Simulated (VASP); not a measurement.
A run of VASP 6.6.1 is set up as follows.

The input INCAR:

```
  ALGO = Normal
  EDIFF = 1E-7
  ENCUT = 520
  GGA = PE
  ISIF = 2
  ISMEAR = 0
  LASPH = T
  LCHARG = F
  LREAL = F
  LWAVE = F
  NBANDS = 30
  NELM = 60
  PREC = Accurate
  SIGMA = 0.1
```

File KPOINTS:

```
k-points
0
Gamma
  4 4 4
```

File POSCAR:

```
P
1.0
    0.0000000000      4.4027530500      4.4027530500
    4.4027530500      0.0000000000      4.4027530500
    4.4027530500      4.4027530500      0.0000000000
P
8
Direct
    0.8614233500      0.8614233500      0.8614233500
    0.8614233500      0.8614233500      0.4157299600
    0.8614233500      0.4157299600      0.8614233500
    0.4157299600      0.8614233500      0.8614233500
    0.1385766500      0.1385766500      0.5842700400
    0.1385766500      0.1385766500      0.1385766500
    0.1385766500      0.5842700400      0.1385766500
    0.5842700400      0.1385766500      0.1385766500
```

Potentials or basis: VASP PAW PBE potentials, release 64 (P).

Launch:

```sh
$ cat potpaw_PBE.64/P/POTCAR > POTCAR
$ mpirun -np 1 vasp_std > vasp.out
```

(1) What does it give for the pressure?

(2) What does it give for the largest force?

(3) Estimate the band gap on the k mesh.

Answers

(1) -6.3 GPa.

(2) 0.846 eV/Å.

(3) zero (bands 20 and 21 overlap by 1.27 eV).

Caveat: the cell stands under tension; this functional lacks dispersion, which holds the molecules together, so the pressure and a relaxed volume are unreliable.
